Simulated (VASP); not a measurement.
Wanted: the native input for a VASP 6.6.1 run.

- Task: single point
- Functional: PBEsol
- Potentials or basis: VASP PAW PBE potentials, release 64 (Sn_d)
- Cutoff: 520 eV
- k mesh: 12 × 12 × 12
- Occupations: gaussian, width 0.1 eV
- Spin: no spin polarisation
- Dipole correction: no
- Further INCAR settings: ALGO = Normal; EDIFF = 1e-06; NBANDS = 21

The structure of Sn lies in POSCAR:

```
Sn
1.0
    0.0000000000      3.2701710824      3.2701710824
    3.2701710824      0.0000000000      3.2701710824
    3.2701710824      3.2701710824      0.0000000000
Sn
2
Direct
    0.0000000000      0.0000000000      0.0000000000
    0.2500000000      0.2500000000      0.2500000000
```

This isn't the form of Sn at room conditions, which is tetragonal (white tin).

One way to write it, as run:

INCAR

```
PREC = Accurate
ENCUT = 520
EDIFF = 1E-6
ISMEAR = 0
SIGMA = 0.1
LREAL = False
LASPH = True
NELM = 100
ALGO = Normal
ISIF = 2
LWAVE = False
LCHARG = False
GGA = PS
NBANDS = 21
```

KPOINTS

```
Automatic mesh
0
Gamma
  12 12 12
```

Potentials or basis: VASP PAW PBE potentials, release 64 (Sn_d).

Run with:

```bash
$ cat potpaw_PBE.64/Sn_d/POTCAR > POTCAR
$ mpirun -np 1 vasp_std > vasp.out
```

It gave:

| Property | Result |
| --- | --- |
| Pressure | -0.1 GPa |
| Band gap on the k mesh | zero (bands 14 and 15 overlap by 0.19 eV) |

Caveat: the PAW data sets were made with another functional, which shifts forces and pressure a little; spin-orbit coupling is left out, which moves the levels of the heavy elements.

Wall time 64 s on 1 thread of Intel(R) Xeon(R) Platinum 8259CL CPU @ 2.50GHz (Skylake/Cascade Lake), on a shared host, peak memory 0.24 GiB.
